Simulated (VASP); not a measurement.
Here is a VASP 6.6.1 calculation.

INCAR

```
SYSTEM = CoSi
PREC = Accurate
ENCUT = 600
EDIFF = 1E-6
ISMEAR = -1
SIGMA = 0.08
LREAL = .False.
LASPH = .True.
NELM = 120
ALGO = Normal
ISIF = 2
LWAVE = .False.
LCHARG = .True.
GGA = PE
LELF = .True.
LVHAR = .True.
NBANDS = 18
GGA_COMPAT = .False.
```

The input KPOINTS:

```
regular mesh
0
Gamma
  16 16 14
  0 0 0
```

POSCAR

```
CoSi
1.0
    2.4911839272      0.0000000000      0.0000000000
   -1.2455919636      2.1574285665      0.0000000000
    0.0000000000      0.0000000000      3.3818231222
Co Si
1 1
Direct
    0.0000000000      0.0000000000      0.0000000000
    0.3333333333      0.6666666667      0.5000000000
```

Potentials or basis: VASP PAW PBE potentials, release 64 (Co_sv, Si).

Command:

```console
$ cat potpaw_PBE.64/Co_sv/POTCAR potpaw_PBE.64/Si/POTCAR > POTCAR
$ mpirun -np 1 vasp_std > vasp.out
```

(1) Predict the pressure.

## Answers

(1) 65.7 GPa.
